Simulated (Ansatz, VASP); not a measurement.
Hf: VASP beside Ansatz

```
CELL_PARAMETERS angstrom
-1.26878 1.26878 1.26878
1.26878 -1.26878 1.26878
1.26878 1.26878 -1.26878
ATOMIC_POSITIONS crystal
Hf 0.00000 0.00000 0.00000
```

Change from the starting cell: volume scaled by 0.4, PAW files, core large.

Alike in both runs: task single point; functional LDA; k mesh 17 × 17 × 17; occupations fermi-dirac, width 0.08 eV; no spin polarisation.

```csv
,VASP,Ansatz
version,VASP 6.6.1,Ansatz 0.2.0
potentials or method,"VASP PAW LDA potentials, release 64 (Hf_pv)","PAW with other files of Ansatz's library (core large), scalar-relativistic"
plane-wave cutoff (eV),520,420
valence electrons in the cell,10,26
```

```tsv
	VASP	Ansatz	Ansatz less VASP
pressure (GPa)	595.7	606.3	+10.60
```

LDA's correlation is that of Perdew and Zunger in VASP and of Perdew and Wang (1992) in Ansatz. Both programs put the cell under a high pressure, so it lies far from rest at this level. VASP's potentials hold 10 valence electrons a cell and Ansatz's 26, so a difference there can come from the potentials and not from the codes. Ansatz's warnings: datasets by core.

Neither program's run includes spin-orbit coupling. Noted on VASP's run: the cell as given lies far from equilibrium.
